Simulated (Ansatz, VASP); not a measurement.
# Two plane-wave programs on BaTiO3

```xyz
5
Lattice="4.0515 0.0000 0.0000 0.0000 4.0515 0.0000 0.0000 0.0000 4.0126" Properties=species:S:1:pos:R:3 pbc="T T T"
Ba    2.0257    2.0257    2.3303
Ti    0.0000    0.0000    0.3855
O     0.0000    2.0257    0.2616
O     2.0257    0.0000    0.2616
O     0.0000    0.0000    2.2180
```

Change from the starting cell: epitaxial_xy strain +2.0%.

Alike in both runs: task single point; functional r2SCAN; k mesh 6 × 6 × 6; no spin polarisation.

|  | VASP | Ansatz |
| --- | --- | --- |
| version | VASP 6.6.1 | Ansatz 0.2.0 |
| potentials or method | VASP PAW PBE potentials, release 64 (Ba_sv, Ti_sv, O) | plane waves, PAW |
| plane-wave cutoff (eV) | 520 | 500 |
| occupations | gaussian, width 0.01 eV | fixed |
| valence electrons in the cell | 40 | 40 |

Ansatz gave:

```
gap on the k mesh at the Fermi level (eV)                     : 2.16
pressure (GPa)                                                : -3.7
traceless stress, the component that is largest in VASP (GPa) : 3.66
rms of the force components (eV/Å)                            : 0.000
```

Question: Which values does VASP return?

Answer: gap on the k mesh at the Fermi level (eV): 2.14; pressure (GPa): -1.8; traceless stress, the component that is largest in VASP (GPa): 3.88; rms of the force components (eV/Å): 0.055.

VASP's potentials were made for PBE, not for r2SCAN. Atom by atom the forces differ by 0.055 eV/Å (rms over components).

Spin-orbit coupling is off throughout.
